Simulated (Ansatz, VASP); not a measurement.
# One calculation of Gd, two programs

The input INCAR:

```
SYSTEM = Gd
ALGO = Normal
EDIFF = 1E-6
ENCUT = 520
GGA = CA
ISIF = 2
ISMEAR = -1
ISPIN = 2
LASPH = .True.
LCHARG = .True.
LELF = .True.
LMAXMIX = 6
LORBIT = 11
LREAL = .False.
LVHAR = .True.
LWAVE = .False.
MAGMOM = 7 7
NBANDS = 29
NELM = 150
PREC = Accurate
SIGMA = 0.03
```

KPOINTS

```
k-points
0
Gamma
  12 12 6
  0 0 0
```

File POSCAR:

```
Gd
1.0
    3.7133611663      0.0000000000      0.0000000000
   -1.8566805832      3.2158651035      0.0000000000
    0.0000000000      0.0000000000      6.0174645942
Gd
2
Direct
    0.3333333333      0.6666666667      0.2500000000
    0.6666666667      0.3333333333      0.7500000000
```

Input for Ansatz:

```yaml
crystal:
  lattice:
    - [3.7133611663, 0.0, 0.0]
    - [-1.8566805832, 3.2158651035, 0.0]
    - [0.0, 0.0, 6.0174645942]
  atoms:
    - { symbol: Gd, position: [0.3333333333, 0.6666666667, 0.25], spin: 7.0 }
    - { symbol: Gd, position: [0.6666666667, 0.3333333333, 0.75], spin: 7.0 }
magnetization:
  spin_polarized: true
kpoints:
  mp_grid: { grid: [12, 12, 6] }
scf:
  occupations: { method: fermi_dirac, width: 0.03 }
hamiltonian:
  xc: lda
  pseudopotentials: { kind: all_electron, lapw: { basis_error: 0.001 } }
output:
  forces: true
  stress: true
  eigenvalues: true
```

Change from the starting cell: volume scaled by 1.06.

Alike in both runs: task single point; functional LDA; k mesh 12 × 12 × 6; occupations fermi-dirac, width 0.03 eV; collinear spin.

|  | VASP | Ansatz |
| --- | --- | --- |
| version | VASP 6.6.1 | Ansatz 0.2.0 |
| potentials or method | VASP PAW PBE potentials, release 64 (Gd), cutoff 520 eV | all-electron LAPW, scalar-relativistic |

|  | VASP | Ansatz | Ansatz less VASP |
| --- | --- | --- | --- |
| pressure (GPa) | -5.5 | -5.6 | -0.05 |
| traceless stress, the component that is largest in VASP (GPa) | -0.47 | -0.46 | +0.001 |
| net moment per atom (μB) | 7.51 | 7.61 | +0.103 |
| size of the moment on the site where the two differ most (μB) | 6.92 | 7.46 | +0.537 |

The net moments are unlike, so the other rows may belong to different states. VASP's potentials were made for PBE, not for LDA. LDA's correlation is that of Perdew and Zunger in VASP and of Perdew and Wang (1992) in Ansatz. Site moments also hang on the region over which each program counts them. Ansatz ran all-electron here, and VASP with PAW potentials.

Neither program's run includes spin-orbit coupling.
